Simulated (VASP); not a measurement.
# Fe (Im-3m) in VASP: further runs

The runs below take Fe through single point, with HF, PBEsol+D4, revPBE+D3(BJ).

All numbers are computed with VASP 6.6.1; they aren't measurements. Logs are shortened: lines on timing, memory, paths and dates and some standing lists are left out, and cuts for length are marked.

## Step 1: The cell of the first run

The structure is cubic, space group Im-3m (No. 229). The conventional cell has a = 2.905 Å, b = 2.905 Å, c = 2.905 Å, α = 90.00°, β = 90.00°, γ = 90.00°. Within 3.3 Å of Fe (site symmetry m-3m) lie 14 Fe at 2.52 to 2.91 Å.

## Step 2: Single point, HF, collinear spin, ferromagnetic start

Input file POSCAR:

```
Fe
1.0
   -1.4525565699      1.4525565699      1.4525565699
    1.4525565699     -1.4525565699      1.4525565699
    1.4525565699      1.4525565699     -1.4525565699
Fe
1
Direct
    0.0000000000      0.0000000000      0.0000000000
```

Input file INCAR.step1:

```
  PREC = Accurate
  ENCUT = 520
  EDIFF = 1E-5
  ISMEAR = -1
  SIGMA = 0.05
  LREAL = False
  LASPH = True
  NELM = 150
  ALGO = Normal
  ISIF = 2
  LWAVE = True
  LCHARG = False
  ISPIN = 2
  MAGMOM = 3
  LORBIT = 11
  LMAXMIX = 4
  NBANDS = 14
  GGA = PE
```

Input file INCAR.step2:

```
  PREC = Accurate
  ENCUT = 520
  EDIFF = 1E-6
  ISMEAR = -1
  SIGMA = 0.05
  LREAL = False
  LASPH = True
  NELM = 150
  ALGO = Normal
  ISIF = 2
  LWAVE = False
  LCHARG = False
  ISPIN = 2
  MAGMOM = 3
  LORBIT = 11
  LMAXMIX = 4
  GGA = PE
  LHFCALC = True
  AEXX = 1.0
  ALDAC = 0.0
  AGGAC = 0.0
  PRECFOCK = Normal
  NBANDS = 14
  ISTART = 1
```

Input file KPOINTS:

```
regular mesh
0
Gamma
  7 7 7
```

Potentials or basis: VASP PAW PBE potentials, release 64 (Fe).

Launch:

```sh
> cat potpaw_PBE.64/Fe/POTCAR > POTCAR
> cp INCAR.step1 INCAR
> mpirun -np 1 vasp_std > vasp.out
> cp INCAR.step2 INCAR
> mpirun -np 1 vasp_std > vasp.out
```

OUTCAR:

```text
PREC = Accurate
   ENCUT = 520
   EDIFF = 1E-6
   ISMEAR = -1
   LREAL = False
   LASPH = True
   NELM = 150
   ISIF = 2
   ISPIN = 2
   LORBIT = 11
   GGA = PE
   LHFCALC = True
   AEXX = 1.0
   PRECFOCK = Normal
   ISTART = 1

 ion  position               nearest neighbor table
   1  0.000  0.000  0.000-

  LATTYP: Found a body centered cubic cell.
 ALAT       =     2.9051131398

  Lattice vectors:

 A1 = (  -1.4525565699,   1.4525565699,   1.4525565699)
 A2 = (   1.4525565699,  -1.4525565699,   1.4525565699)
 A3 = (   1.4525565699,   1.4525565699,  -1.4525565699)

Analysis of symmetry for initial positions (statically):
=====================================================================
 Subroutine PRICEL returns:
 Original cell was already a primitive cell.

 Routine SETGRP: Setting up the symmetry group for a
 body centered cubic supercell.

 Subroutine GETGRP returns: Found 48 space group operations
 (whereof 48 operations were pure point group operations)
 out of a pool of 48 trial point group operations.

The static configuration has the point symmetry O_h .

Analysis of symmetry for dynamics (positions and initial velocities):
=====================================================================
 Subroutine PRICEL returns:
 Original cell was already a primitive cell.

 Routine SETGRP: Setting up the symmetry group for a
 body centered cubic supercell.

 Subroutine GETGRP returns: Found 48 space group operations
 (whereof 48 operations were pure point group operations)
 out of a pool of 48 trial point group operations.

The dynamic configuration has the point symmetry O_h .

Analysis of structural, dynamic, and magnetic symmetry:
=====================================================================
 Subroutine PRICEL returns:
 Original cell was already a primitive cell.

 Routine SETGRP: Setting up the symmetry group for a
 body centered cubic supercell.

 Subroutine GETGRP returns: Found 48 space group operations
 (whereof 48 operations were pure point group operations)
 out of a pool of 48 trial point group operations.

The overall configuration has the point symmetry O_h .

 Subroutine INISYM returns: Found 48 space group operations
 (whereof 48 operations are pure point group operations),
 and found     1 'primitive' translations

----------------------------------------------------------------------------------------

                                     Primitive cell

  volume of cell :      12.2591

  direct lattice vectors                    reciprocal lattice vectors
    -1.452556570  1.452556570  1.452556570     0.000000000  0.344220673  0.344220673
     1.452556570 -1.452556570  1.452556570     0.344220673  0.000000000  0.344220673
     1.452556570  1.452556570 -1.452556570     0.344220673  0.344220673  0.000000000

  length of vectors
     2.515901780  2.515901780  2.515901780     0.486801544  0.486801544  0.486801544

  position of ions in fractional coordinates (direct lattice)
     0.000000000  0.000000000  0.000000000

  ion indices of the primitive-cell ions
   primitive index   ion index
                 1           1

----------------------------------------------------------------------------------------

 KPOINTS: regular mesh

Automatic generation of k-mesh.
 Grid dimensions read from file:
 generate k-points for:    7    7    7

 Generating k-lattice:

  Cartesian coordinates                     Fractional coordinates (reciprocal lattice)
     0.000000000  0.049174382  0.049174382     0.142857143  0.000000000  0.000000000
     0.049174382  0.000000000  0.049174382     0.000000000  0.142857143  0.000000000
     0.049174382  0.049174382  0.000000000     0.000000000  0.000000000  0.142857143

  Length of vectors
     0.069543078  0.069543078  0.069543078

  Shift w.r.t. Gamma in fractional coordinates (k-lattice)
     0.000000000  0.000000000  0.000000000

 Subroutine IBZKPT returns following result:
 ===========================================

 Found     20 irreducible k-points:

 Following reciprocal coordinates:
            Coordinates               Weight
  0.000000  0.000000  0.000000      1.000000
  0.142857  0.000000  0.000000     12.000000
  0.285714  0.000000  0.000000     12.000000
  0.428571  0.000000  0.000000     12.000000
  0.142857  0.142857  0.000000     24.000000
  0.285714  0.142857 -0.000000     48.000000
[... 12 lines left out ...]
 -0.428571 -0.428571  0.285714      8.000000
 -0.428571  0.428571  0.428571      6.000000
   k-points           NKPTS =     20   k-points in BZ     NKDIM =    343   number of bands    NBANDS=     14
   number of dos      NEDOS =    301   number of ions     NIONS =      1
   total plane-waves  NPLWV =   8000
   dimension x,y,z NGX =    20 NGY =   20 NGZ =   20
   dimension x,y,z NGXF=    40 NGYF=   40 NGZF=   40
   ions per type =               1
   NGX,Y,Z   is equivalent  to a cutoff of  13.22, 13.22, 13.22 a.u.
   NGXF,Y,Z  is equivalent  to a cutoff of  26.43, 26.43, 26.43 a.u.
 SYSTEM =  unknown system
   PREC   = accura    normal or accurate (medium, high low for compatibility)
   ISTART =      1    job   : 0-new  1-cont  2-samecut
   ICHARG =      0    charge: 1-file 2-atom 10-const
   ISPIN  =      2    spin polarized calculation?
   LNONCOLLINEAR =      F non collinear calculations
   LSORBIT =      F    spin-orbit coupling
   LASPH  =      T    aspherical Exc in radial PAW
   ENCUT  =  520.0 eV  38.22 Ry    6.18 a.u.   4.68  4.68  4.68*2*pi/ulx,y,z
   NELM   =    150;   NELMIN=  2; NELMDL=  0     # of ELM steps
   EDIFF  = 0.1E-05   stopping-criterion for ELM
   LREAL  =      F    real-space projection
   EDIFFG = 0.1E-04   stopping-criterion for IOM
   NSW    =      0    number of steps for IOM
   IBRION =     -1    ionic relax: 0-MD 1-quasi-New 2-CG
   NFREE  =      0    steps in history (QN), initial steepest desc. (CG)
   ISIF   =      2    stress and relaxation
   ISYM   =      3    0-nonsym 1-usesym 2-fastsym
   POTIM  = 0.5000    time-step for ionic-motion
   TEBEG  =    0.0;   TEEND  =   0.0 temperature during run
   PSTRESS=    0.0 pullay stress
   NELECT =       8.0000    total number of electrons
   NUPDOWN=      -1.0000    fix difference up-down
   EMIN   =  10.00;   EMAX   =-10.00  energy-range for DOS
   EFERMI =   0.00;   METHOD = LEGACY
   ISMEAR =    -1;   SIGMA  =   0.05  broadening in eV -4-tet -1-fermi 0-gaus
   EFERMI_NEDOS =   21; number of points for ismear=-14 and -15
   IALGO  =     38    algorithm
   IMIX   =      1    mixing-type and parameters
     AMIX     =   0.40;   BMIX     =  1.00
     AMIX_MAG =   1.60;   BMIX_MAG =  1.00
  volume/ion in A,a.u.               =      12.26        82.73
  Fermi-wavevector in a.u.,A,eV,Ry     =   1.419989  2.683391 27.434379  2.016370
  Thomas-Fermi vector in A             =   2.540952
   LORBIT       =     11    0 simple, 1 ext, 2 COOP (PROOUT), +10 PAW based schemes
   GGA     = PE    functional components
   LHFCALC =     T    Hartree Fock is set to
   PRECFOCK=normal    Normal, Fast or Accurate (Low or Medium for compatibility)
   ENCUT4O =  -1.0   cutoff for four orbital integrals eV
   NKREDX  =     1    reduce k-point grid by
   NKREDY  =     1    reduce k-point grid by
   NKREDZ  =     1    reduce k-point grid by
   AEXX    =    1.0000 exact exchange contribution
   HFSCREEN=    0.0000 screening length (either q_TF or 0.3 A-1)
   HFSCREENC=   0.0000 screening length for correlation (either q_TF or 0.3 A-1)
   ENCUTFOCK=  -1.0 apply spherical cutoff to Coloumb kernel
   IVDW    =     0    specifies the selected vdW correction
   LEPSILON=     F    determine dielectric tensor
   LRPA    =     F    only Hartree local field effects (RPA)
 spin polarized calculation
  energy-cutoff  :      520.00
  volume of cell :       12.26
 maximum number of plane-waves:       338
  NGX = 16; NGY = 16; NGZ = 16

 number of electron       7.9999994 magnetization       3.1730203

 Free energy of the ion-electron system (eV)
  ---------------------------------------------------
  ext. energy  EPLUGINS =         0.00000000
  ---------------------------------------------------
  free energy    TOTEN  =       -27.26629015 eV

  energy without entropy =      -27.26387731  energy(sigma->0) =      -27.26508373

 E-fermi :   9.0601     XC(G=0):   0.0000

 val. band max:        9.0517364081   @ k =  -0.2857   0.4286   0.1429
 cond. band min:      10.1620876585   @ k =  -0.2857   0.2857   0.1429
 fundamental gap:      1.1103512504
 Fermi energy:         9.0600891124

 spin component 1

 k-point     1 :       0.0000    0.0000    0.0000
  band No.  band energies     occupation
      1      -8.6927      1.00000
      2      -8.6927      1.00000
      3      -8.6927      1.00000
      4      -7.6797      1.00000
      5      -7.6797      1.00000
      6      -7.1280      1.00000
      7      37.8447      0.00000
      8      37.8447      0.00000
      9      37.8447      0.00000
     10      42.5740      0.00000
     11      42.5740      0.00000
     12      44.4445      0.00000
     13      44.4563      0.00000
     14      45.3121      0.00000

 k-point     2 :       0.1429    0.0000    0.0000
  band No.  band energies     occupation
      1      -8.8295      1.00000
      2      -8.7224      1.00000
      3      -8.3038      1.00000
      4      -7.7965      1.00000
      5      -7.6633      1.00000
      6      -5.8433      1.00000
      7      32.8262      0.00000
      8      36.1563      0.00000
      9      36.9228      0.00000
     10      39.5404      0.00000
[... 294 lines left out ...]
 k-point    20 :      -0.4286    0.4286    0.4286
  band No.  band energies     occupation
      1      -9.9730      1.00000
      2      -9.8926      1.00000
      3      -6.8308      1.00000
      4      -6.8308      1.00000
      5      -6.7429      1.00000
      6      17.6914      0.00000
      7      22.0022      0.00000
      8      22.0022      0.00000
      9      26.1319      0.00000
     10      28.2437      0.00000
     11      34.2509      0.00000
     12      51.2167      0.00000
     13      56.4402      0.00000
     14      56.4402      0.00000
 Fermi energy:         9.0600891124

 spin component 2

 k-point     1 :       0.0000    0.0000    0.0000
  band No.  band energies     occupation
      1     -10.3260      1.00000
      2      14.3448      0.00000
      3      14.3448      0.00000
      4      14.3448      0.00000
      5      18.5974      0.00000
      6      18.5974      0.00000
      7      35.9325      0.00000
      8      35.9325      0.00000
      9      35.9325      0.00000
     10      43.4799      0.00000
     11      43.4799      0.00000
     12      46.1623      0.00000
     13      46.1623      0.00000
     14      46.1625      0.00000

 k-point     2 :       0.1429    0.0000    0.0000
  band No.  band energies     occupation
      1      -9.2015      1.00000
      2      13.3655      0.00000
      3      13.4382      0.00000
      4      15.0282      0.00000
      5      17.8987      0.00000
      6      18.5546      0.00000
      7      33.8799      0.00000
      8      35.2394      0.00000
      9      36.6995      0.00000
     10      41.3043      0.00000
[... 294 lines left out ...]
 k-point    20 :      -0.4286    0.4286    0.4286
  band No.  band energies     occupation
      1       2.0457      1.00000
      2       2.9939      1.00000
      3      16.5108      0.00000
      4      16.5108      0.00000
      5      18.4067      0.00000
      6      18.7147      0.00000
      7      22.2049      0.00000
      8      22.2049      0.00000
      9      32.5884      0.00000
     10      32.8126      0.00000
     11      35.2834      0.00000
     12      51.3004      0.00000
     13      57.0500      0.00000
     14      57.0500      0.00000

------------------------ aborting loop because EDIFF is reached ----------------------------------------

  FORCE on cell =-STRESS in cart. coord.  units (eV):
  Direction    XX          YY          ZZ          XY          YZ          ZX
  --------------------------------------------------------------------------------------
  -------------------------------------------------------------------------------------
  Total        3.2748595      3.2748595      3.2748595      0.0000000      0.0000000      0.0000000
  in kB      428.0003285    428.0003285    428.0003285      0.0000000      0.0000000      0.0000000
  external PRESSURE =     428.0003285 kB  Pullay stress =       0.0000000 kB

 VOLUME and BASIS-vectors are now :
 -----------------------------------------------------------------------------
  energy-cutoff  :      520.00
  volume of cell :       12.26
      direct lattice vectors                 reciprocal lattice vectors
    -1.452556570  1.452556570  1.452556570     0.000000000  0.344220673  0.344220673
     1.452556570 -1.452556570  1.452556570     0.344220673  0.000000000  0.344220673
     1.452556570  1.452556570 -1.452556570     0.344220673  0.344220673  0.000000000

 POSITION                                       TOTAL-FORCE (eV/Angst)
 -----------------------------------------------------------------------------------
      0.00000      0.00000      0.00000         0.000000     -0.000000      0.000000
 -----------------------------------------------------------------------------------
    total drift:                                0.000000      0.000000      0.000000

  FREE ENERGIE OF THE ION-ELECTRON SYSTEM (eV)
  ---------------------------------------------------
  free  energy   TOTEN  =       -27.2662901505 eV

  energy  without entropy=      -27.2638773075  energy(sigma->0) =      -27.26508373

 total charge

# of ion       s       p       d       tot
------------------------------------------
    1        0.554   0.664   5.984   7.202

 magnetization (x)

# of ion       s       p       d       tot
------------------------------------------
    1       -0.052  -0.254   3.628   3.321
```

Wall time 35 min (1 thread of Intel Xeon Platinum 8375C at 2.90GHz (Ice Lake), shared host); peak memory 0.15 GiB.

What came out:

```yaml
Free_energy: -27.2663 eV
Pressure: 42.8 GPa
Net_moment: 3.17 μB per cell
Site_moments: Fe +3.32 μB
Valence_electrons_inside_the_program's_atomic_spheres: Fe 7.20
```

Caveat: the k points lie up to 0.44 Å⁻¹ apart; the PAW data sets were made with another functional, which shifts forces and pressure a little.

(Continued in part 2 of 2.)
